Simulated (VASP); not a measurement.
Input of a VASP 6.6.1 run:

The input INCAR:

```
PREC = Accurate ; ENCUT = 520
EDIFF = 1E-6 ; ISMEAR = 0
SIGMA = 0.1 ; LREAL = False
LASPH = True ; NELM = 150
ALGO = Normal ; ISIF = 2
LWAVE = False ; LCHARG = False
ISPIN = 2 ; MAGMOM = 4 4 4 0 0
LORBIT = 11 ; LMAXMIX = 4
GGA = PE ; NBANDS = 34
```

The input KPOINTS:

```
Automatic mesh
0
Gamma
  6 6 4
```

Contents of POSCAR:

```
Mn2FeN2
1.0
    2.6151203308     -1.5150963246      0.0000000000
    2.6151203308      1.5150963246      0.0000000000
   -0.0147385655      0.0000000000      5.9273082974
Mn Fe N
2 1 2
Direct
    0.3333755000      0.3333755000      0.1669290000
    0.6666245000      0.6666245000      0.8330710000
    0.0000000000      0.0000000000      0.5000000000
    0.3324760000      0.3324760000      0.7375550000
    0.6675240000      0.6675240000      0.2624450000
```

Potentials or basis: VASP PAW PBE potentials, release 64 (Mn_pv, Fe, N).

Run with:

```bash
$ cat potpaw_PBE.64/Mn_pv/POTCAR potpaw_PBE.64/Fe/POTCAR potpaw_PBE.64/N/POTCAR > POTCAR
$ mpirun -np 1 vasp_std > vasp.out
```

Task: Predict the site moments.

Result: Mn -0.34; Fe +2.51; N +0.03 μB.

Task: Estimate the pressure.

Result: -1.4 GPa.

Stress tensor (GPa, compression positive):
```
-1.83  0.00 -0.07
 0.00 -1.87  0.00
-0.07  0.00 -0.36
```

Caveat: the k points lie up to 0.40 Å⁻¹ apart.
